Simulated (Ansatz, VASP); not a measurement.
**Two plane-wave programs on Si**

```
Si
1.0
     0.00000    2.70073    2.70073
     2.70073    0.00000    2.70073
     2.70073    2.70073    0.00000
Si
2
Direct
  0.00000 0.00000 0.00000
  0.25000 0.25000 0.25000
```

Alike in both runs: functional LDA; k mesh 10 × 10 × 10; occupations gaussian, width 0.02 eV; no spin polarisation.

Ansatz relaxed the structure, and its values are those at the end. VASP's run is a single point on that final structure, the one shown.

```csv
,VASP,Ansatz
version,VASP 6.6.1,Ansatz 0.2.0
potentials or method,"VASP PAW LDA potentials, release 64 (Si), cutoff 500 eV","scalar-relativistic, plane waves, PAW"
valence electrons in the cell,8,8
```

Ansatz gave:

- gap on the k mesh at the Fermi level (eV): 0.45
- least direct gap on the mesh (eV): 2.53
- pressure (GPa): 0.0

Problem. Estimate VASP's values.

Solution. gap on the k mesh at the Fermi level (eV): 0.45; least direct gap on the mesh (eV): 2.53; pressure (GPa): 0.1.

Ansatz warns that its potentials were made for another functional, while VASP's fit it. LDA's correlation is that of Perdew and Zunger in VASP and of Perdew and Wang (1992) in Ansatz.
